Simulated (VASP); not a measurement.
Input of a VASP 6.6.1 run:

INCAR

```
SYSTEM = MgW
  ALGO = Fast
  EDIFF = 1E-6
  ENCUT = 520
  GGA = PE
  ISIF = 2
  ISMEAR = 0
  LASPH = .True.
  LCHARG = .False.
  LREAL = .False.
  LWAVE = .False.
  NBANDS = 24
  NELM = 80
  PREC = Accurate
  SIGMA = 0.1
```

KPOINTS

```
k-points
0
Gamma
  10 14 10
  0 0 0
```

Contents of POSCAR:

```
MgW
1.0
    4.7438417505      0.0000000000      0.0144656603
    0.0000000000      3.3664262308      0.0000000000
   -0.0130370494      0.0000000000      4.2846437316
Mg W
2 2
Direct
    0.5000000000      0.2500044723      0.7500000000
    0.5000000000      0.7499955277      0.2500000000
    0.0000000000      0.7499979584      0.7500000000
    0.0000000000      0.2500020416      0.2500000000
```

Potentials or basis: VASP PAW PBE potentials, release 64 (Mg, W_sv).

The run is started by

```console
$ cat potpaw_PBE.64/Mg/POTCAR potpaw_PBE.64/W_sv/POTCAR > POTCAR
$ mpirun -np 1 vasp_std > vasp.out
```

**Question.** Estimate the pressure.

**Answer.** 0.0 GPa.

**Question.** Predict the band gap on the k mesh.

**Answer.** Zero (bands 16 and 17 overlap by 1.59 eV).

Stress tensor (GPa, compression positive):
```
-0.14  0.00  0.00
 0.00  0.11  0.00
 0.00  0.00  0.16
```

Caveat: spin-orbit coupling is left out, which moves the levels of the heavy elements.
